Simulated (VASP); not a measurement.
A run of VASP 6.6.1 is set up as follows.

Contents of INCAR:

```
SYSTEM = Bi
ALGO = Normal
EDIFF = 1E-6
ENCUT = 520
GGA = PS
ISIF = 2
ISMEAR = -1
LASPH = .TRUE.
LCHARG = .FALSE.
LREAL = .FALSE.
LWAVE = .FALSE.
NBANDS = 14
NELM = 80
PREC = Accurate
SIGMA = 0.1
```

File KPOINTS:

```
k-points
0
G
  12 12 12
  0 0 0
```

POSCAR

```
Bi
1.0
    0.0000000000      2.5679340233      2.5679340233
    2.5679340233      0.0000000000      2.5679340233
    2.5679340233      2.5679340233      0.0000000000
Bi
1
Direct
    0.0000000000      0.0000000000      0.0000000000
```

Potentials or basis: VASP PAW PBE potentials, release 64 (Bi_d).

Command:

```sh
$ cat potpaw_PBE.64/Bi_d/POTCAR > POTCAR
$ mpirun -np 1 vasp_std > vasp.out
```

**Question.** Predict the band gap on the k mesh.

**Answer.** Zero (an odd number of electrons rules out a gap without spin polarisation).

**Question.** Estimate the pressure.

**Answer.** -5.4 GPa.

Caveat: the cell stands under tension; the PAW data sets were made with another functional, which shifts forces and pressure a little; spin-orbit coupling is left out, which moves the levels of the heavy elements.
